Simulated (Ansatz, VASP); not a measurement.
# Sb3P in VASP and in Ansatz

INCAR

```
SYSTEM = Sb3P
PREC = Accurate ; ENCUT = 520
EDIFF = 1E-6 ; ISMEAR = 0
SIGMA = 0.1 ; LREAL = .False.
LASPH = .True. ; NELM = 80
ALGO = Normal ; ISIF = 2
LWAVE = .False. ; LCHARG = .False.
GGA = PE ; NBANDS = 18
```

KPOINTS

```
Automatic mesh
0
Gamma
  4 4 4
  0 0 0
```

File POSCAR:

```
Sb3P
1.0
    4.6189793547      0.0000000000      0.0000000000
    0.0000000000      4.6189793547      0.0000000000
    0.0000000000      0.0000000000      4.6189793547
Sb P
3 1
Direct
    0.0000000000      0.5000000000      0.5000000000
    0.5000000000      0.0000000000      0.5000000000
    0.5000000000      0.5000000000      0.0000000000
    0.0000000000      0.0000000000      0.0000000000
```

Input for Ansatz:

```yaml
crystal:
  lattice:
    - [4.6189793547, 0.0, 0.0]
    - [0.0, 4.6189793547, 0.0]
    - [0.0, 0.0, 4.6189793547]
  atoms:
    - { symbol: Sb, position: [0.0, 0.5, 0.5] }
    - { symbol: Sb, position: [0.5, 0.0, 0.5] }
    - { symbol: Sb, position: [0.5, 0.5, 0.0] }
    - { symbol: P, position: [0.0, 0.0, 0.0] }
basis:
  ecutwfc: 420
kpoints:
  mp_grid: { grid: [4, 4, 4] }
hamiltonian:
  xc: pbe
scf:
  occupations: { method: gaussian, width: 0.1 }
  lower_state_search: "off"
output:
  forces: true
  stress: true
  eigenvalues: true
```

Alike in both runs: task single point; functional PBE; k mesh 4 × 4 × 4; occupations gaussian, width 0.1 eV; no spin polarisation.

|  | VASP | Ansatz |
| --- | --- | --- |
| version | VASP 6.6.1 | Ansatz 0.2.0 |
| potentials or method | VASP PAW PBE potentials, release 64 (Sb, P), cutoff 520 eV | scalar-relativistic, plane waves, PAW |
| valence electrons in the cell | 20 | 50 |

```csv
,VASP,Ansatz,Ansatz less VASP
gap on the k mesh at the Fermi level (eV),none,none,-
pressure (GPa),-0.1,0.1,+0.15
```

A gap of «none» marks a metal or a gap that the smearing closes. With one functional, cell and mesh, what is left measures potentials, basis and numerics. VASP's potentials hold 20 valence electrons a cell and Ansatz's 50, so a difference there can come from the potentials and not from the codes.

Spin-orbit coupling is off throughout.
